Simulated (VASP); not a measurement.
**KF: single point with LDA**

The system is KF.

```
CELL_PARAMETERS angstrom
0.00000 2.67350 2.67350
2.67350 0.00000 2.67350
2.67350 2.67350 0.00000
ATOMIC_POSITIONS crystal
K 0.97195 0.02805 0.02805
F 0.50000 0.50000 0.50000
```

This cell differs from its parent crystal: all K atoms moved +0.150 Å, as atom 1 along Cartesian [1 0 0].

```json
{"Program": "VASP 6.6.1", "Task": "single point", "Functional": "LDA", "Potentials or basis": "VASP PAW LDA potentials, release 64 (K_sv, F)", "Cutoff": "520 eV", "k mesh": "8 × 8 × 8", "Occupations": "gaussian, width 0.05 eV", "Spin": "no spin polarisation", "Dipole correction": "no", "Further INCAR settings": "ALGO = Normal; EDIFF = 1e-07; NBANDS = 15"}
```

```yaml
Pressure: -3.1 GPa
Largest_force: 0.211 eV/Å
Band_gap_on_the_k_mesh: 5.79 eV, direct
```

Forces on the atoms (eV/Å):
```
K   -0.211  0.000  0.000
F    0.211  0.000  0.000
```

Stress tensor (GPa, compression positive):
```
-2.38  0.00  0.00
 0.00 -3.49  0.00
 0.00  0.00 -3.49
```

Levels at points of the mesh, in eV from the valence-band top:
```tsv
k point	band 5	band 6	band 7	band 8	band 9	band 10	band 11	band 12
(0.00, 0.00, 0.00)	-9.09	-0.01	-0.01	0.00	5.79	10.53	10.56	10.56
(0.50, 0.00, 0.00)	-9.13	-0.83	-0.36	-0.35	8.78	10.17	11.97	12.00
(0.50, 0.50, 0.00)	-9.31	-0.21	-0.08	-0.04	7.97	10.07	11.40	13.60
(0.00, 0.50, 0.50)	-9.32	-0.19	-0.05	-0.05	7.91	10.04	11.37	13.60
```

Wall time 12 s on 1 thread of Intel(R) Xeon(R) 6975P-C (Granite Rapids), with other jobs on the host, peak memory 0.15 GiB.

Caveat: the cell differs from its parent crystal (all K atoms moved +0.150 Å, as atom 1 along Cartesian [1 0 0]). A k mesh can miss the band edges.
